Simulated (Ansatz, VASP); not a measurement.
# Two plane-wave programs on Fe

Contents of INCAR:

```
SYSTEM = Fe
  PREC = Accurate
  ENCUT = 600
  EDIFF = 1E-7
  ISMEAR = -1
  SIGMA = 0.08
  LREAL = .FALSE.
  LASPH = .TRUE.
  NELM = 150
  ALGO = Normal
  ISIF = 3
  LWAVE = .FALSE.
  LCHARG = .FALSE.
  ISPIN = 2
  MAGMOM = 2.5
  LORBIT = 11
  LMAXMIX = 4
  GGA = PE
  IBRION = 2
  NSW = 60
  EDIFFG = -0.005
```

Contents of KPOINTS:

```
regular mesh
0
G
  25 25 25
  0 0 0
```

POSCAR

```
Fe
1.0
   -1.4163059443      1.4163059443      1.4163059443
    1.4163059443     -1.4163059443      1.4163059443
    1.4163059443      1.4163059443     -1.4163059443
Fe
1
Direct
    0.0000000000      0.0000000000      0.0000000000
```

Input for Ansatz:

```yaml
crystal:
  lattice:
    - [-1.4163059443, 1.4163059443, 1.4163059443]
    - [1.4163059443, -1.4163059443, 1.4163059443]
    - [1.4163059443, 1.4163059443, -1.4163059443]
  atoms:
    - { symbol: Fe, position: [0.0, 0.0, 0.0], spin: 2.5 }
magnetization:
  spin_polarized: true
kpoints:
  mp_grid: { grid: [25, 25, 25] }
scf:
  occupations: { method: fermi_dirac, width: 0.08 }
hamiltonian:
  xc: pbe
  pseudopotentials: { kind: paw }
output:
  forces: true
  stress: true
relax:
  f_tol: 0.005
  max_steps: 40
  cell: {}
```

Alike in both runs: task relaxation of cell and atoms; functional PBE; k mesh 25 × 25 × 25; occupations fermi-dirac, width 0.08 eV; collinear spin.

```csv
,VASP,Ansatz
version,VASP 6.6.1,Ansatz 0.2.0
potentials or method,"VASP PAW PBE potentials, release 64 (Fe)","PAW with Ansatz's default frozen-core files, scalar-relativistic"
plane-wave cutoff (eV),600,420
valence electrons in the cell,8,16
```

VASP gave:

* net moment per atom (μB): 2.18
* size of the moment on the site where the two differ most (μB): 2.17
* relaxed volume (Å³/atom): 11.34
* relaxed length of the cell vector where the two differ most in proportion (Å): 2.451

Task: Which values does Ansatz return?

Result: net moment per atom (μB): 2.16; size of the moment on the site where the two differ most (μB): 2.21; relaxed volume (Å³/atom): 11.35; relaxed length of the cell vector where the two differ most in proportion (Å): 2.452.

Site moments also hang on the region over which each program counts them. VASP's potentials hold 8 valence electrons a cell and Ansatz's 16, so a difference there can come from the potentials and not from the codes.
